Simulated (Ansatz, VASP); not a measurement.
As: VASP beside Ansatz

The input INCAR:

```
SYSTEM = As
PREC = Accurate ; ENCUT = 520
EDIFF = 1E-6 ; ISMEAR = 0
SIGMA = 0.05 ; LREAL = .False.
LASPH = .True. ; NELM = 80
ALGO = Normal ; ISIF = 2
LWAVE = .False. ; LCHARG = .False.
LDIPOL = .True. ; IDIPOL = 3
DIPOL = 0.5 0.5 0.371 ; GGA = PE
IVDW = 12 ; NBANDS = 18
```

File KPOINTS:

```
Automatic mesh
0
Gamma
  9 9 1
  0 0 0
```

Contents of POSCAR:

```
As
1.0
    3.5716242608      0.0000000000      0.0000000000
   -1.7858121304      3.0931173426      0.0000000000
    0.0000000000      0.0000000000     20.2951239197
As
4
Direct
    0.3333333333      0.6666666667      0.2217281362
    0.6666666667      0.3333333333      0.2905900936
    0.6666666667      0.5000000000      0.4517125392
    0.3333333333      0.8333333333      0.5205744967
```

Input for Ansatz:

```yaml
crystal:
  lattice:
    - [3.5716242608, 0.0, 0.0]
    - [-1.7858121304, 3.0931173426, 0.0]
    - [0.0, 0.0, 20.2951239197]
  atoms:
    - { symbol: As, position: [0.3333333333, 0.6666666667, 0.2217281362] }
    - { symbol: As, position: [0.6666666667, 0.3333333333, 0.2905900936] }
    - { symbol: As, position: [0.6666666667, 0.5, 0.4517125392] }
    - { symbol: As, position: [0.3333333333, 0.8333333333, 0.5205744967] }
basis:
  ecutwfc: 420
kpoints:
  mp_grid: { grid: [9, 9, 1] }
hamiltonian:
  xc: pbe
  dispersion: d3bj
scf:
  occupations: { method: gaussian, width: 0.05 }
output:
  forces: true
  eigenvalues: true
efield:
  axis: 3
  dipole_correction: true
  ramp_width: 0.04
```

Alike in both runs: task single point; functional PBE; dispersion D3(BJ); k mesh 9 × 9 × 1; occupations gaussian, width 0.05 eV; no spin polarisation.

```csv
,VASP,Ansatz
version,VASP 6.6.1,Ansatz 0.2.0
potentials or method,"VASP PAW PBE potentials, release 64 (As), cutoff 520 eV","scalar-relativistic, plane waves, PAW"
valence electrons in the cell,20,60
```

|  | VASP | Ansatz | Ansatz less VASP |
| --- | --- | --- | --- |
| gap on the k mesh at the Fermi level (eV) | 0.78 | 0.80 | +0.023 |
| least direct gap on the mesh (eV) | 1.32 | 1.35 | +0.023 |
| rms of the force components (eV/Å) | 0.086 | 0.097 | +0.0111 |

Atom by atom the forces differ by 0.053 eV/Å (rms over components). VASP's potentials hold 20 valence electrons a cell and Ansatz's 60, so a difference there can come from the potentials and not from the codes.
